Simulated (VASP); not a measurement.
C:

```xyz
2
Lattice="0.0000 1.7857 1.7857 1.7857 0.0000 1.7857 1.7857 1.7857 0.0000" Properties=species:S:1:pos:R:3 pbc="T T T"
C     0.0000    0.0000    0.0000
C     0.8929    0.8929    0.8929
```

- Program: VASP 6.6.1
- Task: relaxation of cell and atoms
- Functional: LDA
- Potentials or basis: VASP PAW LDA potentials, release 64 (C)
- Cutoff: 600 eV
- k mesh: 12 × 12 × 12
- Occupations: fermi-dirac, width 0.02 eV
- Spin: no spin polarisation

At the start: pressure -14.0 GPa; volume 5.69 Å³/atom.

Where does the relaxation end?

Over 3 steps the energy falls by 8.0 meV/atom and the volume is 5.52 Å³/atom (-3.1 %); space group Fd-3m (No. 227, to 0.05 Å).

Step by step:
| step | energy change (eV) | largest force (eV/Å) | pressure (GPa) | volume (Å³) |
| --- | --- | --- | --- | --- |
| 1 | 0.0000 | 0.0000 | -14.04 | 11.39 |
| 2 | 0.0116 | 0.0000 | 20.64 | 10.59 |
| 3 | -0.0161 | 0.0000 | -0.14 | 11.03 |

Final structure:
```cif
data_structure
_symmetry_space_group_name_H-M 'P 1'
_symmetry_Int_Tables_number 1
_cell_length_a 2.4989
_cell_length_b 2.4989
_cell_length_c 2.4989
_cell_angle_alpha 60.000
_cell_angle_beta 60.000
_cell_angle_gamma 60.000
_cell_volume 11.03
loop_
_atom_site_label
_atom_site_type_symbol
_atom_site_fract_x
_atom_site_fract_y
_atom_site_fract_z
_atom_site_occupancy
C1 C 0.00000 0.00000 0.00000 1
C2 C 0.25000 0.25000 0.25000 1
```
